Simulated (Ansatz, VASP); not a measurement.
**Cd in VASP and in Ansatz**

```xyz
2
Lattice="3.0181 0.0000 0.0000 -1.5090 2.6137 0.0000 0.0000 0.0000 5.6916" Properties=species:S:1:pos:R:3 pbc="T T T"
Cd    0.0000    1.7425    1.4229
Cd    1.5090    0.8712    4.2687
```

Change from the starting cell: volume scaled by 1.04, crystal datasets.

Alike in both runs: task electric field gradients; functional PBEsol; k mesh 16 × 16 × 7; occupations fermi-dirac, width 0.05 eV; no spin polarisation.

```csv
,VASP,Ansatz
version,VASP 6.6.1,Ansatz 0.2.0
potentials or method,"VASP PAW PBE potentials, release 64 (Cd), cutoff 520 eV","all-electron PAW with datasets made for the crystal, scalar-relativistic"
```

Ansatz gave:

```
pressure (GPa)                                                : -3.4
traceless stress, the component that is largest in VASP (GPa) : 0.48
size of Vzz on the site where it differs most (V/Å²)          : 69.9
```

What did VASP give for the same quantities?

Pressure (GPa): -3.1; traceless stress, the component that is largest in VASP (GPa): 0.35; size of Vzz on the site where it differs most (V/Å²): 74.1.

VASP's potentials were made for PBE, not for PBEsol. Ansatz ran all-electron here, and VASP with PAW potentials.
